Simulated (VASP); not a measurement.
Wanted: the native input for a VASP 6.6.1 run.

| Item | Value |
| --- | --- |
| Task | single point |
| Functional | PBE |
| Dispersion | D3(BJ) |
| Potentials or basis | VASP PAW PBE potentials, release 64 (S, C_h) |
| Cutoff | 1000 eV |
| k mesh | 1 × 1 × 1 |
| Occupations | fermi-dirac, width 0.05 eV |
| Spin | no spin polarisation |
| Dipole correction | no |
| Further INCAR settings | LREAL = Auto; ALGO = Normal; EDIFF = 1e-06; NBANDS = 82 |

The structure of CS2 lies in POSCAR:

```
CS2
1.0
    9.2831780000      0.0000000000      0.0000000000
    0.0000000000      9.2831780000      0.0000000000
    0.0000000000      0.0000000000      9.2831780000
S C
16 8
Direct
    0.2131597606      0.0024452833      1.0009072324
    0.2156265882     -0.0924575614      0.6757599607
    0.6885034414      0.8610736539      0.9504072851
    0.9557933716      0.6588691933      0.9164857121
    0.5125830831      0.9578724010      0.2972688879
    0.4093533486      0.6597740558      0.1828468656
    0.8165091739      0.9234122194      0.5310465877
    1.0396547389      0.8885426952      0.2775127225
    0.5146082516      0.2112530860      0.8814761497
    0.2733115750      0.4359498439      0.9588634409
    0.9672441916      0.4322334442      0.2780082424
    0.8661473474      0.5875574076      0.5598621507
    0.2738825002      0.4926222464      0.4877963129
    0.5027588612      0.6317448615      0.6933509193
    0.8279599939      0.2303736931      1.0000993194
    0.9573014759      0.2639828731      0.6906901925
    0.2106390721     -0.0375087066      0.8331737256
    0.8182758103      0.7597829106      0.9280334816
    0.4469697769      0.8089686528      0.2463811423
    0.9252650332      0.9150745574      0.4045705038
    0.3986242642      0.3258259187      0.9181338546
    0.9055411843      0.5066476157      0.4176048332
    0.3882398894      0.5588172499      0.5948393966
    0.9052287913      0.2436450104      0.8503337973
```

The input as run:

INCAR

```
SYSTEM = CS2
  PREC = Accurate
  ENCUT = 1000
  EDIFF = 1E-6
  ISMEAR = -1
  SIGMA = 0.05
  LREAL = Auto
  LASPH = .TRUE.
  NELM = 120
  ALGO = Normal
  ISIF = 2
  LWAVE = .FALSE.
  LCHARG = .TRUE.
  GGA = PE
  IVDW = 12
  LELF = .TRUE.
  LVHAR = .TRUE.
  NBANDS = 82
  GGA_COMPAT = .FALSE.
```

KPOINTS

```
regular mesh
0
G
  1 1 1
  0 0 0
```

Potentials or basis: VASP PAW PBE potentials, release 64 (S, C_h).

The run is started by

```bash
$ cat potpaw_PBE.64/S/POTCAR potpaw_PBE.64/C_h/POTCAR > POTCAR
$ mpirun -np 1 vasp_gam > vasp.out
```

It gave:

```yaml
Pressure: -1.0 GPa
Largest_force: 2.242 eV/Å
Dispersion_energy_per_atom: -0.122 eV
```

Caveat: the k points lie up to 0.68 Å⁻¹ apart; the atoms stand as in a frame of molecular dynamics.

It took 3.2 min on 1 thread of AMD EPYC 9R45 (Zen 5) (shared host), peak memory 1.4 GiB.
